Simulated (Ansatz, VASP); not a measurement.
# One calculation of Nb3C5, two programs

```
CELL_PARAMETERS angstrom
-1.61751 1.61751 7.98821
1.61751 -1.61751 7.98821
1.61751 1.61751 -7.98821
ATOMIC_POSITIONS crystal
Nb 0.00000 0.00000 0.00000
Nb 0.64184 0.64184 0.00000
Nb 0.35816 0.35816 0.00000
C 0.13745 0.13745 0.00000
C 0.22303 0.22303 0.00000
C 0.86255 0.86255 0.00000
C 0.77697 0.77697 0.00000
C 0.50000 0.50000 0.00000
```

Alike in both runs: functional PBE; k mesh 14 × 14 × 14; occupations gaussian, width 0.1 eV; no spin polarisation.

Ansatz relaxed the structure, and its values are those at the end. VASP's run is a single point on that final structure, the one shown.

```csv
,VASP,Ansatz
version,VASP 6.6.1,Ansatz 0.2.0
potentials or method,"VASP PAW PBE potentials, release 64 (Nb_sv, C), cutoff 520 eV","scalar-relativistic, plane waves, PAW"
valence electrons in the cell,59,59
```

|  | VASP | Ansatz | Ansatz less VASP |
| --- | --- | --- | --- |
| gap on the k mesh at the Fermi level (eV) | none | none | - |
| pressure (GPa) | -0.2 | 0.0 | +0.23 |
| rms of the force components (eV/Å) | 0.040 | 0.002 | -0.0385 |

A gap of «none» marks a metal or a gap that the smearing closes.
